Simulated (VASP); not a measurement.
Set up this calculation in VASP 6.6.1, as the native input.

- Task: relaxation of cell and atoms
- Functional: r2SCAN
- Potentials or basis: VASP PAW PBE potentials, release 64 (Ca_sv, B)
- Cutoff: 600 eV
- k mesh: 6 × 6 × 6
- Occupations: gaussian, width 0.1 eV
- Spin: no spin polarisation
- Dipole correction: no
- Further INCAR settings: ALGO = Normal; EDIFF = 1e-07; IBRION = 2; EDIFFG = -0.05; NSW = 100; ISIF = 3

Crystal: CaB6.

```
CELL_PARAMETERS angstrom
4.14500 0.00000 0.00000
0.00000 4.14500 0.00000
0.00000 0.00000 4.14500
ATOMIC_POSITIONS crystal
Ca 0.50000 0.50000 0.50000
B 0.00000 0.00000 0.29300
B 0.00000 0.00000 0.70700
B 0.29300 0.00000 0.00000
B 0.70700 0.00000 0.00000
B 0.00000 0.29300 0.00000
B 0.00000 0.70700 0.00000
```

These files were run (other wordings do the same):

POSCAR

```
CaB6
1.0
    4.1450000000      0.0000000000      0.0000000000
    0.0000000000      4.1450000000      0.0000000000
    0.0000000000      0.0000000000      4.1450000000
Ca B
1 6
Direct
    0.5000000000      0.5000000000      0.5000000000
    0.0000000000      0.0000000000      0.2930000000
    0.0000000000      0.0000000000      0.7070000000
    0.2930000000      0.0000000000      0.0000000000
    0.7070000000      0.0000000000      0.0000000000
    0.0000000000      0.2930000000      0.0000000000
    0.0000000000      0.7070000000      0.0000000000
```

INCAR.step1

```
PREC     = Accurate       # precision mode
ENCUT    = 600            # plane-wave cutoff, eV
ISMEAR   = 0              # smearing method
SIGMA    = 0.1            # smearing width, eV
LREAL    = F              # projectors in reciprocal space
LASPH    = T              # aspherical terms in the spheres
NELM     = 60             # most SCF steps
GGA      = PE             # functional
ALGO     = Normal         # electronic algorithm
EDIFF    = 1E-4           # SCF threshold, eV
LWAVE    = T              # write WAVECAR
LCHARG   = F              # write CHGCAR
```

INCAR.step2

```
PREC     = Accurate       # precision mode
ENCUT    = 600            # plane-wave cutoff, eV
EDIFF    = 1E-7           # SCF threshold, eV
ISMEAR   = 0              # smearing method
SIGMA    = 0.1            # smearing width, eV
LREAL    = F              # projectors in reciprocal space
LASPH    = T              # aspherical terms in the spheres
NELM     = 60             # most SCF steps
ALGO     = Normal         # electronic algorithm
ISIF     = 3              # what is computed and relaxed
LWAVE    = F              # write WAVECAR
LCHARG   = F              # write CHGCAR
METAGGA  = R2SCAN         # meta-GGA
LMIXTAU  = T            
IBRION   = 2              # ionic algorithm
NSW      = 100            # ionic steps
EDIFFG   = -0.05          # ionic threshold
ISTART   = 1
```

KPOINTS

```
regular mesh
0
Gamma
  6 6 6
```

Potentials or basis: VASP PAW PBE potentials, release 64 (Ca_sv, B).

The run is started by

```bash
$ cat potpaw_PBE.64/Ca_sv/POTCAR potpaw_PBE.64/B/POTCAR > POTCAR
$ cp INCAR.step1 INCAR
$ mpirun -np 1 vasp_std > vasp.out
$ cp INCAR.step2 INCAR
$ mpirun -np 1 vasp_std > vasp.out
```

Results of the run:

| Item | Value |
| --- | --- |
| Relaxed volume | 10.11 Å³/atom |
| Relaxed cell | a = 4.136 Å, b = 4.136 Å, c = 4.136 Å, α = 90.00°, β = 90.00°, γ = 90.00° |
| Space group after relaxing (to 0.1 Å) | Pm-3m (No. 221) |
| Energy gained by relaxing | 12.3 meV/atom |
| Ionic steps | 4 |
| Pressure after relaxing | 0.2 GPa |
| Largest force after relaxing | 0.015 eV/Å |
| Band gap on the k mesh | 0.08 eV |

Caveat: the PAW data sets were made with another functional, which shifts forces and pressure a little.

Run time: 5.4 min on 1 thread of Intel Xeon 8259CL (shared host), peak memory 0.24 GiB.
